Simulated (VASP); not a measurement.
The system is TlBr.

```
CELL_PARAMETERS angstrom
4.03237 0.00000 0.00000
0.00000 4.03237 0.00000
0.00000 0.00000 4.03237
ATOMIC_POSITIONS crystal
Tl 0.00000 0.00000 0.00000
Br 0.50000 0.50000 0.50000
```

- Program: VASP 6.6.1
- Task: relaxation of cell and atoms
- Functional: LDA
- Potentials or basis: VASP PAW LDA potentials, release 64 (Tl_d, Br)
- Cutoff: 500 eV
- k mesh: 6 × 6 × 6
- Occupations: fermi-dirac, width 0.02 eV
- Spin: no spin polarisation

At the start: pressure -3.4 GPa; volume 32.78 Å³/atom.

**Question.** Where does the relaxation end?

**Answer.** Over 4 steps the energy falls by 53.9 meV/atom and the volume is 28.36 Å³/atom (-13.5 %); space group Pm-3m (No. 221, to 0.05 Å).

Step by step:
```tsv
step	energy change (eV)	largest force (eV/Å)	pressure (GPa)	volume (Å³)
1	0.0000	0.0000	-3.36	65.57
2	-0.0969	0.0000	-1.32	59.25
3	-0.1077	0.0000	-0.10	56.89
4	-0.1078	0.0000	0.01	56.72
```

Final structure:
```xyz
2
Lattice="3.8421 0.0000 0.0000 0.0000 3.8421 0.0000 0.0000 0.0000 3.8421" Properties=species:S:1:pos:R:3 pbc="T T T"
Tl    3.8421    3.8421    0.0000
Br    1.9211    1.9211    1.9211
```

Caveat: the volume moved by -13 % from the deposited cell, more than functionals usually miss.
